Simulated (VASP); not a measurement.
# GaCo (Pm-3m) in VASP: a series of runs, part 2 of 2

VASP 6.6.1. Earlier steps stand in the parts before.

## Step 3: Single point, PBE, collinear spin, ferromagnetic start

This run uses another cell than the first one, of 11.92 Å³/atom.

INCAR

```
SYSTEM = GaCo
  PREC = Accurate
  ENCUT = 520
  EDIFF = 1E-6
  ISMEAR = -1
  SIGMA = 0.1
  LREAL = .False.
  LASPH = .True.
  NELM = 150
  ALGO = Normal
  ISIF = 2
  LWAVE = .False.
  LCHARG = .False.
  ISPIN = 2
  MAGMOM = 0 1.8
  LORBIT = 11
  LMAXMIX = 4
  GGA = PE
  NBANDS = 22
```

KPOINTS

```
regular mesh
0
Gamma
  8 8 8
  0 0 0
```

POSCAR

```
GaCo
1.0
    2.8780000000      0.0000000000      0.0000000000
    0.0000000000      2.8780000000      0.0000000000
    0.0000000000      0.0000000000      2.8780000000
Ga Co
1 1
Direct
    0.5000000000      0.5000000000      0.5000000000
    0.0000000000      0.0000000000      0.0000000000
```

Potentials or basis: VASP PAW PBE potentials, release 64 (Ga_d, Co).

Launch:

```sh
> cat potpaw_PBE.64/Ga_d/POTCAR potpaw_PBE.64/Co/POTCAR > POTCAR
> mpirun -np 1 vasp_std > vasp.out
```

OUTCAR:

```text
SYSTEM = GaCo
   PREC = Accurate
   ENCUT = 520
   EDIFF = 1E-6
   ISMEAR = -1
   LREAL = .False.
   LASPH = .True.
   NELM = 150
   ISIF = 2
   ISPIN = 2
   LORBIT = 11
   GGA = PE

 ion  position               nearest neighbor table
   1  0.500  0.500  0.500-   2 2.49   2 2.49   2 2.49   2 2.49   2 2.49   2 2.49   2 2.49   2 2.49

   2  0.000  0.000  0.000-   1 2.49   1 2.49   1 2.49   1 2.49   1 2.49   1 2.49   1 2.49   1 2.49

  LATTYP: Found a simple cubic cell.
 ALAT       =     2.8780000000

  Lattice vectors:

 A1 = (   2.8780000000,   0.0000000000,   0.0000000000)
 A2 = (   0.0000000000,   2.8780000000,   0.0000000000)
 A3 = (   0.0000000000,   0.0000000000,   2.8780000000)

Analysis of symmetry for initial positions (statically):
=====================================================================
 Subroutine PRICEL returns:
 Original cell was already a primitive cell.

 Routine SETGRP: Setting up the symmetry group for a
 simple cubic supercell.

 Subroutine GETGRP returns: Found 48 space group operations
 (whereof 48 operations were pure point group operations)
 out of a pool of 48 trial point group operations.

The static configuration has the point symmetry O_h .

Analysis of symmetry for dynamics (positions and initial velocities):
=====================================================================
 Subroutine PRICEL returns:
 Original cell was already a primitive cell.

 Routine SETGRP: Setting up the symmetry group for a
 simple cubic supercell.

 Subroutine GETGRP returns: Found 48 space group operations
 (whereof 48 operations were pure point group operations)
 out of a pool of 48 trial point group operations.

The dynamic configuration has the point symmetry O_h .

Analysis of structural, dynamic, and magnetic symmetry:
=====================================================================
 Subroutine PRICEL returns:
 Original cell was already a primitive cell.

 Routine SETGRP: Setting up the symmetry group for a
 simple cubic supercell.

 Subroutine GETGRP returns: Found 48 space group operations
[... 141 lines left out ...]
 number of electron      22.0000018 magnetization       0.0053014

 Free energy of the ion-electron system (eV)
  ---------------------------------------------------
  ext. energy  EPLUGINS =         0.00000000
  ---------------------------------------------------
  free energy    TOTEN  =       -10.49869580 eV

  energy without entropy =      -10.45635070  energy(sigma->0) =      -10.47752325

 E-fermi :   9.7820     XC(G=0): -13.1892

 val. band max:        9.7036099033   @ k =   0.5000   0.3750   0.0000
 cond. band min:       9.8050622223   @ k =   0.5000   0.3750   0.1250
 fundamental gap:      0.1014523191
 Fermi energy:         9.7820476673

 spin component 1

 k-point     1 :       0.0000    0.0000    0.0000
  band No.  band energies     occupation
      1      -5.3907      1.00000
      2      -5.3907      1.00000
      3      -5.0443      1.00000
      4      -5.0443      1.00000
      5      -5.0443      1.00000
      6      -2.2892      1.00000
[... 589 lines left out ...]
     21      33.2660      0.00000
     22      37.0939      0.00000

 [... further k-points ...]

 spin component 2

 k-point     1 :       0.0000    0.0000    0.0000
  band No.  band energies     occupation
      1      -5.3908      1.00000
      2      -5.3908      1.00000
      3      -5.0444      1.00000
      4      -5.0444      1.00000
      5      -5.0444      1.00000
      6      -2.2896      1.00000
[... 589 lines left out ...]
     21      33.2656      0.00000
     22      37.0933      0.00000

 [... further k-points ...]
[... 5 lines left out ...]
  --------------------------------------------------------------------------------------
  -------------------------------------------------------------------------------------
  Total        0.1663953      0.1663953      0.1663953     -0.0000000     -0.0000000      0.0000000
  in kB       11.1835406     11.1835406     11.1835406     -0.0000000     -0.0000000      0.0000000
  external PRESSURE =      11.1835406 kB  Pullay stress =       0.0000000 kB

 VOLUME and BASIS-vectors are now :
 -----------------------------------------------------------------------------
  energy-cutoff  :      520.00
  volume of cell :       23.84
      direct lattice vectors                 reciprocal lattice vectors
     2.878000000  0.000000000  0.000000000     0.347463516  0.000000000  0.000000000
     0.000000000  2.878000000  0.000000000     0.000000000  0.347463516  0.000000000
     0.000000000  0.000000000  2.878000000     0.000000000  0.000000000  0.347463516

 POSITION                                       TOTAL-FORCE (eV/Angst)
 -----------------------------------------------------------------------------------
      1.43900      1.43900      1.43900         0.000000      0.000000      0.000000
      0.00000      0.00000      0.00000         0.000000      0.000000      0.000000
 -----------------------------------------------------------------------------------
    total drift:                                0.000000      0.000000     -0.000000

  FREE ENERGIE OF THE ION-ELECTRON SYSTEM (eV)
  ---------------------------------------------------
  free  energy   TOTEN  =       -10.4986958008 eV

  energy  without entropy=      -10.4563507048  energy(sigma->0) =      -10.47752325

 total charge

# of ion       s       p       d       tot
------------------------------------------
    1        0.847   0.887  10.051  11.786
    2        0.389   0.451   7.515   8.354
--------------------------------------------------
tot          1.236   1.338  17.566  20.141

 magnetization (x)

# of ion       s       p       d       tot
------------------------------------------
    1       -0.000  -0.000  -0.000  -0.000
    2        0.000  -0.000   0.006   0.006
--------------------------------------------------
tot         -0.000  -0.000   0.006   0.006
```

OSZICAR:

```text
N       E                     dE             d eps       ncg     rms          rms(c)
DAV:   1     0.117895676512E+03    0.11790E+03   -0.93103E+03  3456   0.174E+03
DAV:   2    -0.159155119437E+01   -0.11949E+03   -0.11211E+03  3164   0.321E+02
DAV:   3    -0.110804516477E+02   -0.94889E+01   -0.93491E+01  3494   0.776E+01
[... 14 lines left out ...]
DAV:  18    -0.104986878886E+02   -0.30719E-05   -0.78869E-06  3936   0.173E-02    0.493E-03
DAV:  19    -0.104986927223E+02   -0.48337E-05   -0.17099E-04  3832   0.899E-02    0.323E-03
DAV:  20    -0.104986947547E+02   -0.20324E-05   -0.33465E-05  4678   0.373E-02    0.190E-03
DAV:  21    -0.104986955384E+02   -0.78369E-06   -0.11269E-05  3086   0.225E-02    0.928E-04
DAV:  22    -0.104986958008E+02   -0.26243E-06   -0.74964E-07  1982   0.552E-03
   1 F= -.10498696E+02 E0= -.10477523E+02  d E =-.423451E-01  mag=     0.0037
```

Run time: 74 s. Hardware: 1 thread of AMD EPYC 7R13, shared host; peak memory 0.14 GiB.

Results:

| Property | Result |
| --- | --- |
| Free energy | -10.4987 eV |
| Pressure | 1.1 GPa |
| Band gap on the k mesh | zero (filled and empty bands overlap) |
| Net moment | 0.01 μB per cell |
| Valence electrons inside the program's atomic spheres | Ga 11.79; Co 8.35 |

Caveat: the moments typed at the start vanished in this run.

## Step 4: Single point, PBE, collinear spin, ferromagnetic start

This run uses another cell than the first one, of 12.55 Å³/atom.

INCAR

```
SYSTEM = GaCo
PREC     = Accurate       ! precision mode
ENCUT    = 520            ! plane-wave cutoff, eV
EDIFF    = 1E-7           ! SCF threshold, eV
ISMEAR   = -1             ! smearing method
SIGMA    = 0.1            ! smearing width, eV
LREAL    = .FALSE.        ! projectors in reciprocal space
LASPH    = .TRUE.         ! aspherical terms in the spheres
NELM     = 150            ! most SCF steps
ALGO     = Normal         ! electronic algorithm
ISIF     = 2              ! what is computed and relaxed
LWAVE    = .FALSE.        ! write WAVECAR
LCHARG   = .TRUE.         ! write CHGCAR
ISPIN    = 2              ! spin polarisation
MAGMOM   = 0 1.8          ! initial moments
LORBIT   = 11             ! projections on sites
LMAXMIX  = 4              ! l up to which the mixer works
GGA      = PE             ! functional
LELF     = .TRUE.         ! ELF
LVHAR    = .TRUE.       
NBANDS   = 22             ! bands
```

KPOINTS

```
regular mesh
0
G
  8 8 8
  0 0 0
```

POSCAR

```
GaCo
1.0
    2.9282808829      0.0000000000      0.0000000000
    0.0000000000      2.9282808829      0.0000000000
    0.0000000000      0.0000000000      2.9282808829
Ga Co
1 1
Direct
    0.5000000000      0.5000000000      0.5000000000
    0.0000000000      0.0000000000      0.0000000000
```

Launch:

```sh
> cat potpaw_PBE.64/Ga_d/POTCAR potpaw_PBE.64/Co/POTCAR > POTCAR
> mpirun -np 1 vasp_std > vasp.out
```

Wall time 70 s (1 thread of AMD EPYC 7R13, shared host); peak memory 0.14 GiB.

The run converged. Its results:

```yaml
Free_energy: -10.4732 eV
Pressure: -7.1 GPa
Net_moment: 0.14 μB per cell
Site_moments: Ga -0.01; Co +0.16 μB
Valence_electrons_inside_the_program's_atomic_spheres: Ga 11.71; Co 8.26
```

Levels at points of the mesh, in eV from the Fermi level:
Spin up:
```csv
k point,band 7,band 8,band 9,band 10,band 11,band 12,band 13,band 14,band 15,band 16
"(0.00, 0.00, 0.00)",-2.43,-2.43,-0.69,-0.69,-0.69,5.07,5.07,5.07,10.73,10.73
"(0.50, 0.00, 0.00)",-6.52,-2.20,-1.62,-1.62,-0.68,0.01,10.19,10.19,11.43,12.25
"(0.50, 0.50, 0.00)",-2.90,-2.90,-2.36,-1.15,-1.15,-0.32,2.01,2.94,11.09,14.82
"(0.50, 0.50, 0.50)",-3.80,-3.80,-0.29,-0.29,0.37,3.80,3.80,3.80,4.57,4.57
```
Spin down:
| k point | band 9 | band 10 | band 11 | band 12 | band 13 | band 14 |
| --- | --- | --- | --- | --- | --- | --- |
| (0.00, 0.00, 0.00) | -0.60 | -0.60 | -0.60 | 5.06 | 5.06 | 5.06 |
| (0.50, 0.00, 0.00) | -1.54 | -1.54 | -0.59 | 0.26 | 10.19 | 10.19 |
| (0.50, 0.50, 0.00) | -2.19 | -1.06 | -1.06 | -0.05 | 2.08 | 3.05 |
| (0.50, 0.50, 0.50) | -0.01 | -0.01 | 0.36 | 3.79 | 3.79 | 3.79 |

Caveat: the cell stands under tension.

## Step 5: Single point, PBE, collinear spin, ferromagnetic start

This run uses another cell than the first one, of 12.87 Å³/atom.

INCAR

```
PREC = Accurate
ENCUT = 520
EDIFF = 1E-6
ISMEAR = -1
SIGMA = 0.1
LREAL = F
LASPH = T
NELM = 150
ALGO = Normal
ISIF = 2
LWAVE = F
LCHARG = F
ISPIN = 2
MAGMOM = 0 1.8
LORBIT = 11
LMAXMIX = 4
GGA = PE
NBANDS = 22
```

KPOINTS

```
regular mesh
0
Gamma
  8 8 8
```

POSCAR

```
GaCo
1.0
    2.9527864647      0.0000000000      0.0000000000
    0.0000000000      2.9527864647      0.0000000000
    0.0000000000      0.0000000000      2.9527864647
Ga Co
1 1
Direct
    0.5000000000      0.5000000000      0.5000000000
    0.0000000000      0.0000000000      0.0000000000
```

Launch:

```sh
> cat potpaw_PBE.64/Ga_d/POTCAR potpaw_PBE.64/Co/POTCAR > POTCAR
> mpirun -np 1 vasp_std > vasp.out
```

It took 49 s on 1 thread of AMD EPYC 7R13, shared host; peak memory 0.14 GiB.

Results (log left out):

```
Free energy                                           : -10.4383 eV
Pressure                                              : -10.3 GPa
Net moment                                            : 0.18 μB per cell
Site moments                                          : Ga -0.01; Co +0.20 μB
Valence electrons inside the program's atomic spheres : Ga 11.68; Co 8.22
```

Levels at points of the mesh, in eV from the Fermi level:
Spin up:
| k point | band 7 | band 8 | band 9 | band 10 | band 11 | band 12 | band 13 | band 14 | band 15 | band 16 |
| --- | --- | --- | --- | --- | --- | --- | --- | --- | --- | --- |
| (0.00, 0.00, 0.00) | -2.36 | -2.36 | -0.67 | -0.67 | -0.67 | 5.00 | 5.00 | 5.00 | 10.58 | 10.58 |
| (0.50, 0.00, 0.00) | -6.36 | -2.14 | -1.56 | -1.56 | -0.66 | -0.03 | 9.98 | 9.98 | 11.33 | 12.06 |
| (0.50, 0.50, 0.00) | -2.80 | -2.80 | -2.30 | -1.11 | -1.11 | -0.35 | 1.90 | 2.84 | 10.87 | 14.65 |
| (0.50, 0.50, 0.50) | -3.67 | -3.67 | -0.31 | -0.31 | 0.24 | 3.77 | 3.77 | 3.77 | 4.47 | 4.47 |
Spin down:
```
           k point  band 9  band 10  band 11  band 12  band 13  band 14
(0.00, 0.00, 0.00)   -0.55    -0.55    -0.55     4.98     4.98     4.98
(0.50, 0.00, 0.00)   -1.46    -1.46    -0.54     0.30     9.99     9.99
(0.50, 0.50, 0.00)   -2.08    -0.99    -0.99     0.01     1.99     2.98
(0.50, 0.50, 0.50)    0.04     0.04     0.22     3.76     3.76     3.76
```

Caveat: the cell stands under tension.

The gap in the log of VASP goes by the Fermi energy; the results here count the filled bands.